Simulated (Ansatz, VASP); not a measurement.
# K in VASP and in Ansatz

Contents of INCAR:

```
PREC = Accurate
ENCUT = 520
EDIFF = 1E-6
ISMEAR = -1
SIGMA = 0.1
LREAL = False
LASPH = True
NELM = 60
ALGO = Normal
ISIF = 2
LWAVE = False
LCHARG = False
GGA = PE
NBANDS = 20
```

File KPOINTS:

```
Automatic mesh
0
Gamma
  7 7 9
```

Contents of POSCAR:

```
K
1.0
    7.8448084782      0.0000000000      0.0000000000
   -3.9224042391      6.7938034299      0.0000000000
    0.0000000000      0.0000000000      4.6787811425
K
3
Direct
    1.0000000000      1.0000000000      0.0000000000
    0.3333333333      0.6666666667      0.5000000000
    0.6666666667      0.3333333333      0.5000000000
```

Input for Ansatz:

```yaml
crystal:
  lattice:
    - [7.8448084782, 0.0, 0.0]
    - [-3.9224042391, 6.7938034299, 0.0]
    - [0.0, 0.0, 4.6787811425]
  atoms:
    - { symbol: K, position: [1.0, 1.0, 0.0] }
    - { symbol: K, position: [0.3333333333, 0.6666666667, 0.5] }
    - { symbol: K, position: [0.6666666667, 0.3333333333, 0.5] }
hamiltonian:
  xc: pbe
  pseudopotentials:
    kind: paw
    azcp:
      K: "pseudopotentials/K.paw.azcp"
basis:
  ecutwfc: 420
  fft_grid_basis: typed
kpoints:
  mp_grid: { grid: [7, 7, 9], shift: [0, 0, 0] }
magnetization:
  spin_polarized: false
scf:
  occupations: { method: fermi_dirac, width: 0.1 }
output:
  stress: true
```

Alike in both runs: task single point; functional PBE; k mesh 7 × 7 × 9; occupations fermi-dirac, width 0.1 eV; no spin polarisation.

```csv
,VASP,Ansatz
version,VASP 6.6.1,Ansatz 0.2.0
potentials or method,"VASP PAW PBE potentials, release 64 (K_sv), cutoff 520 eV","plane waves (420 eV) with PAW, scalar-relativistic"
valence electrons in the cell,27,27
```

```csv
,VASP,Ansatz,Ansatz less VASP
pressure (GPa),-0.3,-0.3,+0.01
```
